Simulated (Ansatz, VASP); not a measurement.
## W: VASP beside Ansatz

File INCAR:

```
  ALGO = Normal
  EDIFF = 1E-6
  EDIFFG = -0.005
  ENCUT = 600
  GGA = CA
  IBRION = 2
  ISIF = 3
  ISMEAR = 1
  LASPH = True
  LCHARG = False
  LREAL = False
  LWAVE = False
  NELM = 100
  NSW = 60
  PREC = Accurate
  SIGMA = 0.1
```

Contents of KPOINTS:

```
k-points
0
Gamma
  24 24 24
```

Contents of POSCAR:

```
W
1.0
   -1.5800000000      1.5800000000      1.5800000000
    1.5800000000     -1.5800000000      1.5800000000
    1.5800000000      1.5800000000     -1.5800000000
W
1
Direct
    0.0000000000      0.0000000000      0.0000000000
```

Input for Ansatz:

```yaml
crystal:
  lattice:
    - [-1.58, 1.58, 1.58]
    - [1.58, -1.58, 1.58]
    - [1.58, 1.58, -1.58]
  atoms:
    - { symbol: W, position: [0.0, 0.0, 0.0] }
kpoints:
  mp_grid: { grid: [24, 24, 24] }
scf:
  occupations: { method: cold, width: 0.1 }
hamiltonian:
  xc: lda
  pseudopotentials: { kind: paw, azcp: { folder: soft_1 } }
output:
  forces: true
  stress: true
  populations: false
relax:
  f_tol: 0.005
  max_steps: 40
  cell: {}
```

Alike in both runs: task relaxation of cell and atoms; functional LDA; k mesh 24 × 24 × 24; no spin polarisation.

```csv
,VASP,Ansatz
version,VASP 6.6.1,Ansatz 0.2.0
potentials or method,"VASP PAW LDA potentials, release 64 (W_sv)","plane-wave PAW, scalar-relativistic"
plane-wave cutoff (eV),600,420
occupations,"methfessel-paxton of order 1, width 0.1 eV","cold, width 0.1 eV"
valence electrons in the cell,14,14
```

VASP gave:

```
relaxed volume (Å³/atom)                                     : 15.50
relaxed cell length with the largest relative difference (Å) : 2.720
```

**Question.** What did Ansatz give for the same quantities?

**Answer.** Relaxed volume (Å³/atom): 15.41; relaxed cell length with the largest relative difference (Å): 2.715.

Ansatz warns that its potentials were made for another functional, while VASP's fit it. LDA's correlation is that of Perdew and Zunger in VASP and of Perdew and Wang (1992) in Ansatz.

Spin-orbit coupling is off throughout.
